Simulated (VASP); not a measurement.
# LiCr (Fd-3m) in VASP: a series of runs

The runs below take LiCr through single point, with PBE, PBEsol.

Program: VASP 6.6.1. These are calculated values, not measurements. Logs are shortened: lines on timing, memory, paths and dates and some standing lists are left out, and cuts for length are marked.

### 1 The cell of the first run

The structure is cubic, space group Fd-3m (No. 227). Conventional cell: a = 6.015 Å, b = 6.015 Å, c = 6.015 Å, α = 90.00°, β = 90.00°, γ = 90.00°. Cr (site symmetry -43m) has 4 Cr at 2.60 Å and 10 Li at 2.60 to 3.01 Å within 3.4 Å. Li (site symmetry -43m) has 10 Cr at 2.60 to 3.01 Å and 4 Li at 2.60 Å within 3.4 Å.

### 2 Single point, PBE, collinear spin, antiferromagnetic start

Input file INCAR:

```
ALGO     = Normal         # electronic algorithm
EDIFF    = 1E-6           # SCF threshold, eV
ENCUT    = 520            # plane-wave cutoff, eV
GGA      = PE             # functional
ISIF     = 2              # what is computed and relaxed
ISMEAR   = -1             # smearing method
ISPIN    = 2              # spin polarisation
LASPH    = T              # aspherical terms in the spheres
LCHARG   = F              # write CHGCAR
LMAXMIX  = 4              # l up to which the mixer works
LORBIT   = 11             # projections on sites
LREAL    = F              # projectors in reciprocal space
LWAVE    = F              # write WAVECAR
MAGMOM   = -3 -3 3 3 0 0 0 0 # initial moments
NBANDS   = 44             # bands
NELM     = 150            # most SCF steps
PREC     = Accurate       # precision mode
SIGMA    = 0.1            # smearing width, eV
```

Input file KPOINTS:

```
k-points
0
Gamma
  5 5 5
```

Input file POSCAR:

```
LiCr
1.0
   -3.0074546800     -3.0074546800     -6.0149093600
    3.0074546800     -3.0074546800      0.0000000000
   -3.0074546800     -3.0074546800      0.0000000000
Cr Li
4 4
Direct
    0.0000000000      0.5000000000      0.5000000000
    0.5000000000      0.0000000000      0.5000000000
    0.7500000000      0.5000000000      0.2500000000
    0.2500000000      0.0000000000      0.2500000000
    0.0000000000      0.0000000000      0.0000000000
    0.5000000000      0.5000000000      0.0000000000
    0.7500000000      0.0000000000      0.7500000000
    0.2500000000      0.5000000000      0.7500000000
```

Potentials or basis: VASP PAW PBE potentials, release 64 (Cr_pv, Li_sv).

Command:

```sh
$ cat potpaw_PBE.64/Cr_pv/POTCAR potpaw_PBE.64/Li_sv/POTCAR > POTCAR
$ mpirun -np 1 vasp_std > vasp.out
```

OUTCAR:

```text
EDIFF = 1E-6
   ENCUT = 520
   GGA = PE
   ISIF = 2
   ISMEAR = -1
   ISPIN = 2
   LASPH = T
   LORBIT = 11
   LREAL = F
   NELM = 150
   PREC = Accurate

 ion  position               nearest neighbor table
   1  0.000  0.500  0.500-   3 2.60   3 2.60   4 2.60   7 2.60   8 2.60   8 2.60   4 2.60   7 2.60

   2  0.500  0.000  0.500-   4 2.60   3 2.60   4 2.60   7 2.60   8 2.60   7 2.60   3 2.60   8 2.60

   3  0.750  0.500  0.250-   6 2.60   1 2.60   2 2.60   5 2.60   6 2.60   1 2.60   2 2.60   5 2.60

   4  0.250  0.000  0.250-   5 2.60   1 2.60   2 2.60   5 2.60   6 2.60   2 2.60   1 2.60   6 2.60

   5  0.000  0.000  0.000-   3 2.60   4 2.60   4 2.60   3 2.60
   6  0.500  0.500  0.000-   3 2.60   4 2.60   3 2.60   4 2.60
   7  0.750  0.000  0.750-   2 2.60   1 2.60   2 2.60   1 2.60
   8  0.250  0.500  0.750-   1 2.60   1 2.60   2 2.60   2 2.60

  LATTYP: Found a simple tetragonal cell.
 ALAT       =     4.2531831967
 C/A-ratio  =     1.4142135624

  Lattice vectors:

 A1 = (   3.0074546800,  -3.0074546800,   0.0000000000)
 A2 = (  -3.0074546800,  -3.0074546800,   0.0000000000)
 A3 = (   0.0000000000,   0.0000000000,  -6.0149093600)

Analysis of symmetry for initial positions (statically):
=====================================================================
 Subroutine PRICEL returns following result:

  LATTYP: Found a face centered cubic cell.
 ALAT       =     6.0149093600
[... 12 lines left out ...]
 Subroutine GETGRP returns: Found 16 space group operations
 (whereof  8 operations were pure point group operations)
 out of a pool of 16 trial point group operations.

The static configuration has the point symmetry D_2d.
 The point group associated with its full space group is D_4h.

Analysis of symmetry for dynamics (positions and initial velocities):
=====================================================================
 Subroutine PRICEL returns following result:

  LATTYP: Found a face centered cubic cell.
 ALAT       =     6.0149093600
[... 12 lines left out ...]
 Subroutine GETGRP returns: Found 16 space group operations
 (whereof  8 operations were pure point group operations)
 out of a pool of 16 trial point group operations.

The dynamic configuration has the point symmetry D_2d.
 The point group associated with its full space group is D_4h.

Analysis of structural, dynamic, and magnetic symmetry:
[... 159 lines left out ...]

 Free energy of the ion-electron system (eV)
  ---------------------------------------------------
  ext. energy  EPLUGINS =         0.00000000
  ---------------------------------------------------
  free energy    TOTEN  =       -41.80093299 eV

  energy without entropy =      -41.69055304  energy(sigma->0) =      -41.74574302

 E-fermi :   5.2267     XC(G=0): -10.4297

 val. band max:        5.1360389092   @ k =   0.2000   0.4000   0.2000
 cond. band min:       5.2920534593   @ k =   0.0000   0.4000   0.0000
 fundamental gap:      0.1560145502
 Fermi energy:         5.2267062379

 spin component 1

 k-point     1 :       0.0000    0.0000    0.0000
  band No.  band energies     occupation
      1     -39.9149      1.00000
      2     -39.8924      1.00000
      3     -39.8639      1.00000
      4     -39.8379      1.00000
      5     -38.4897      1.00000
      6     -38.4897      1.00000
[... 799 lines left out ...]
     41       7.8613      0.00000
     42       7.8648      0.00000
 Fermi energy:         5.2267062379

 spin component 2

 k-point     1 :       0.0000    0.0000    0.0000
  band No.  band energies     occupation
      1     -39.9149      1.00000
      2     -39.8924      1.00000
      3     -39.8639      1.00000
      4     -39.8379      1.00000
      5     -38.4897      1.00000
      6     -38.4897      1.00000
[... 799 lines left out ...]
     41       7.8613      0.00000
     42       7.8648      0.00000
 [bands above 42 left out]

------------------------ aborting loop because EDIFF is reached ----------------------------------------

  FORCE on cell =-STRESS in cart. coord.  units (eV):
  Direction    XX          YY          ZZ          XY          YZ          ZX
  --------------------------------------------------------------------------------------
  -------------------------------------------------------------------------------------
  Total        2.9360691      2.9360691      2.7929835      0.0000000     -0.0000000      0.0000000
  in kB       43.2334193     43.2334193     41.1264942      0.0000000     -0.0000000      0.0000000
  external PRESSURE =      42.5311109 kB  Pullay stress =       0.0000000 kB

 VOLUME and BASIS-vectors are now :
 -----------------------------------------------------------------------------
  energy-cutoff  :      520.00
  volume of cell :      108.81
      direct lattice vectors                 reciprocal lattice vectors
    -3.007454680 -3.007454680 -6.014909360     0.000000000  0.000000000 -0.166253544
     3.007454680 -3.007454680  0.000000000     0.166253544 -0.166253544  0.000000000
    -3.007454680 -3.007454680  0.000000000    -0.166253544 -0.166253544  0.166253544

 POSITION                                       TOTAL-FORCE (eV/Angst)
 -----------------------------------------------------------------------------------
      0.00000     -3.00745      0.00000        -0.000000      0.000000      0.000000
     -3.00745     -3.00745     -3.00745         0.000000      0.000000      0.000000
     -1.50373     -4.51118     -4.51118         0.000000     -0.000000     -0.000000
     -1.50373     -1.50373     -1.50373        -0.000000     -0.000000     -0.000000
      0.00000      0.00000      0.00000         0.000000      0.000000      0.000000
      0.00000     -3.00745     -3.00745         0.000000     -0.000000      0.000000
     -4.51118     -4.51118     -4.51118         0.000000      0.000000     -0.000000
     -1.50373     -4.51118     -1.50373        -0.000000      0.000000     -0.000000
 -----------------------------------------------------------------------------------
    total drift:                               -0.000000      0.000000     -0.000000

  FREE ENERGIE OF THE ION-ELECTRON SYSTEM (eV)
  ---------------------------------------------------
  free  energy   TOTEN  =       -41.8009329930 eV

  energy  without entropy=      -41.6905530434  energy(sigma->0) =      -41.74574302

 total charge

# of ion       s       p       d       tot
------------------------------------------
    1        0.402   6.180   4.128  10.711
    2        0.402   6.180   4.128  10.711
    3        0.402   6.180   4.128  10.711
    4        0.402   6.180   4.128  10.711
    5        2.051   0.083   0.000   2.134
    6        2.051   0.083   0.000   2.134
    7        2.051   0.083   0.000   2.134
    8        2.051   0.083   0.000   2.134
--------------------------------------------------
tot          9.814  25.053  16.513  51.381

 magnetization (x)

# of ion       s       p       d       tot
------------------------------------------
    1       -0.070   0.001  -3.041  -3.110
    2       -0.070   0.001  -3.041  -3.110
    3        0.070  -0.001   3.041   3.110
    4        0.070  -0.001   3.041   3.110
    5        0.006   0.007   0.000   0.012
    6        0.006   0.007   0.000   0.012
    7       -0.006  -0.007   0.000  -0.012
    8       -0.006  -0.007   0.000  -0.012
--------------------------------------------------
tot          0.000  -0.000   0.000   0.000
```

Run time: 2.9 min. Hardware: 1 thread of Intel Xeon Platinum 8259CL at 2.50GHz (Skylake/Cascade Lake), shared host; peak memory 0.32 GiB.

Results:

- Free energy: -41.8009 eV
- Band gap on the k mesh: zero (filled and empty bands overlap)
- Net moment: 0.00 μB per cell
- Site moments: Cr -3.11, +3.11 (each value once); Li +0.01, -0.01 (each value once) μB
- Valence electrons inside the program's atomic spheres: Cr 10.71; Li 2.13

Levels at points of the mesh, in eV from the Fermi level:
Spin up:
| k point | band 28 | band 29 | band 30 | band 31 | band 32 | band 33 |
| --- | --- | --- | --- | --- | --- | --- |
| (0.00, 0.00, 0.00) | -1.15 | -0.77 | 0.54 | 0.54 | 0.64 | 0.64 |
Spin down:
```tsv
k point	band 26	band 27	band 28	band 29	band 30	band 31	band 32	band 33	band 34	band 35
(0.00, 0.00, 0.00)	-1.28	-1.15	-1.15	-0.77	0.54	0.54	0.64	0.64	0.64	1.83
```

Caveat: the cutoff is under 1.25 times the usual one of these potentials, so pressure, stress and relaxed cells hold a basis-set (Pulay) error; the antiferromagnetic order is the one typed at the start, and another may lie lower.

### 3 Single point, PBEsol, collinear spin, antiferromagnetic start

Input file INCAR:

```
SYSTEM = LiCr
PREC = Accurate
ENCUT = 520
EDIFF = 1E-7
ISMEAR = -1
SIGMA = 0.1
LREAL = .False.
LASPH = .True.
NELM = 150
ALGO = Normal
ISIF = 2
LWAVE = .False.
LCHARG = .False.
ISPIN = 2
MAGMOM = -3 -3 3 3 0 0 0 0
LORBIT = 11
LMAXMIX = 4
GGA = PS
NBANDS = 44
```

Input file KPOINTS:

```
regular mesh
0
Gamma
  5 5 5
  0 0 0
```

POSCAR is that of step 2.

Potentials or basis: VASP PAW PBE potentials, release 64 (Cr_pv, Li_sv).

Command:

```sh
$ cat potpaw_PBE.64/Cr_pv/POTCAR potpaw_PBE.64/Li_sv/POTCAR > POTCAR
$ mpirun -np 1 vasp_std > vasp.out
```

It took 3.3 min on 1 thread of Intel Xeon Platinum 8259CL at 2.50GHz (Skylake/Cascade Lake), shared host; peak memory 0.33 GiB.

The run converged. Its results:

| Quantity | Value |
| --- | --- |
| Free energy | -43.9744 eV |
| Band gap on the k mesh | zero (filled and empty bands overlap) |
| Net moment | 0.00 μB per cell |
| Site moments | Cr -3.05, +3.05 (each value once); Li +0.01, -0.01 (each value once) μB |
| Valence electrons inside the program's atomic spheres | Cr 10.71; Li 2.14 |

Levels at points of the mesh, in eV from the Fermi level:
Spin up:
```tsv
k point	band 28	band 29	band 30	band 31	band 32	band 33
(0.00, 0.00, 0.00)	-1.13	-0.75	0.55	0.55	0.61	0.61
```
Spin down:
```
           k point  band 28  band 29  band 30  band 31  band 32  band 33
(0.00, 0.00, 0.00)    -1.13    -0.75     0.55     0.55     0.61     0.61
```

Caveat: the cutoff is under 1.25 times the usual one of these potentials, so pressure, stress and relaxed cells hold a basis-set (Pulay) error; the antiferromagnetic order is the one typed at the start, and another may lie lower; the PAW data sets were made with another functional, which shifts forces and pressure a little.

The gap in the log of VASP goes by the Fermi energy; the results here count the filled bands.